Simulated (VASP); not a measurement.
Set up this calculation in VASP 6.6.1, as the native input.

| Quantity | Value |
| --- | --- |
| Task | single point |
| Functional | r2SCAN |
| Potentials or basis | VASP PAW PBE potentials, release 64 (Sr_sv, O) |
| Cutoff | 520 eV |
| k mesh | 8 × 8 × 8 |
| Occupations | gaussian, width 0.05 eV |
| Spin | no spin polarisation |
| Dipole correction | no |
| Further INCAR settings | ALGO = Normal; EDIFF = 1e-06; NBANDS = 15 |

SrO:

```xyz
2
Lattice="-0.0258 2.5801 2.5801 2.5801 -0.0258 2.5801 2.5543 2.5543 0.0000" Properties=species:S:1:pos:R:3 pbc="T T T"
Sr    0.0000    0.0000    0.0000
O     2.5543    2.5543    2.5801
```

This cell differs from its parent crystal: strain -0.0200 x Voigt [0, 0, 0, 0, 0, 1].

These files were run (other wordings do the same):

POSCAR

```
SrO
1.0
   -0.0258014769      2.5801476905      2.5801476905
    2.5801476905     -0.0258014769      2.5801476905
    2.5543462136      2.5543462136      0.0000000000
Sr O
1 1
Direct
    0.0000000000      0.0000000000      0.0000000000
    0.5000000000      0.5000000000      0.5000000000
```

INCAR.step1

```
PREC = Accurate
ENCUT = 520
ISMEAR = 0
SIGMA = 0.05
LREAL = False
LASPH = True
NELM = 80
NBANDS = 15
GGA = PE
ALGO = Normal
EDIFF = 1E-4
LWAVE = True
LCHARG = False
```

INCAR.step2

```
PREC = Accurate
ENCUT = 520
EDIFF = 1E-6
ISMEAR = 0
SIGMA = 0.05
LREAL = False
LASPH = True
NELM = 80
ALGO = Normal
ISIF = 2
LWAVE = False
LCHARG = False
METAGGA = R2SCAN
LMIXTAU = True
NBANDS = 15
ISTART = 1
```

KPOINTS

```
regular mesh
0
Gamma
  8 8 8
```

Potentials or basis: VASP PAW PBE potentials, release 64 (Sr_sv, O).

Launch:

```console
$ cat potpaw_PBE.64/Sr_sv/POTCAR potpaw_PBE.64/O/POTCAR > POTCAR
$ cp INCAR.step1 INCAR
$ mpirun -np 1 vasp_std > vasp.out
$ cp INCAR.step2 INCAR
$ mpirun -np 1 vasp_std > vasp.out
```

Results of the run:

- Pressure: 0.5 GPa
- Band gap on the k mesh: 3.72 eV, indirect (least direct gap 3.81 eV)

Caveat: the cell differs from its parent crystal (strain -0.0200 x Voigt [0, 0, 0, 0, 0, 1]); the PAW data sets were made with another functional, which shifts forces and pressure a little.

It took 98 s on 1 thread of Intel(R) Xeon(R) 6975P-C (Granite Rapids), on a shared host, peak memory 0.19 GiB.
